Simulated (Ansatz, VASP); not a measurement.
## Two plane-wave programs on In5Sb

INCAR

```
  PREC = Accurate
  ENCUT = 500
  EDIFF = 1E-7
  ISMEAR = 0
  SIGMA = 0.1
  LREAL = F
  LASPH = T
  NELM = 120
  ALGO = Normal
  ISIF = 3
  LWAVE = F
  LCHARG = F
  GGA = PE
  IBRION = 2
  NSW = 80
  EDIFFG = -0.001
  GGA_COMPAT = F
  NELMIN = 4
```

File KPOINTS:

```
regular mesh
0
Gamma
  10 10 2
```

File POSCAR:

```
In5Sb
1.0
    3.3518880254      0.0000000000      0.0000000000
    0.0000000000      3.3518880254      0.0000000000
    0.0000000000      0.0000000000     14.8669882359
In Sb
5 1
Direct
    0.5000000000      0.5000000000      0.1662409834
    0.0000000000      0.0000000000      0.3356107795
    0.5000000000      0.5000000000      0.8337590166
    0.0000000000      0.0000000000      0.6643892205
    0.5000000000      0.5000000000      0.5000000000
    0.0000000000      0.0000000000      0.0000000000
```

Input for Ansatz:

```yaml
crystal:
  lattice:
    - [3.3518880155, 0.0, 0.0]
    - [0.0, 3.3518880155, 0.0]
    - [0.0, 0.0, 14.8669880768]
  atoms:
    - { symbol: In, position: [0.5, 0.5, 0.1662409812] }
    - { symbol: In, position: [0.0, 0.0, 0.3356107752] }
    - { symbol: In, position: [0.5, 0.5, 0.8337590188] }
    - { symbol: In, position: [0.0, 0.0, 0.6643892248] }
    - { symbol: In, position: [0.5, 0.5, 0.5] }
    - { symbol: Sb, position: [0.0, 0.0, 0.0] }
basis:
  ecutwfc: 420
kpoints:
  mp_grid: { grid: [10, 10, 2] }
hamiltonian:
  xc: pbe
scf:
  occupations: { method: gaussian, width: 0.1 }
output:
  forces: true
  stress: true
  eigenvalues: true
relax:
  adjacent_minimum: "off"
  f_tol: 0.001
  max_steps: 60
  cell: { stress_tol: 0.01 }
```

Alike in both runs: task relaxation of cell and atoms; functional PBE; k mesh 10 × 10 × 2; occupations gaussian, width 0.1 eV; no spin polarisation.

|  | VASP | Ansatz |
| --- | --- | --- |
| version | VASP 6.6.1 | Ansatz 0.2.0 |
| potentials or method | VASP PAW PBE potentials, release 64 (In_d, Sb), cutoff 500 eV | scalar-relativistic, plane waves, PAW |
| valence electrons in the cell | 70 | 80 |

|  | VASP | Ansatz | Ansatz less VASP |
| --- | --- | --- | --- |
| gap on the k mesh at the Fermi level, each at its own relaxed structure (eV) | none | none | - |
| relaxed volume (Å³/atom) | 27.80 | 27.82 | +0.024 |
| relaxed length of the cell vector where the two differ most in proportion (Å) | 3.350 | 3.351 | +0.0011 |

A gap of «none» marks a metal or a gap that the smearing closes. VASP's potentials hold 70 valence electrons a cell and Ansatz's 80, so a difference there can come from the potentials and not from the codes.

Neither program's run includes spin-orbit coupling.
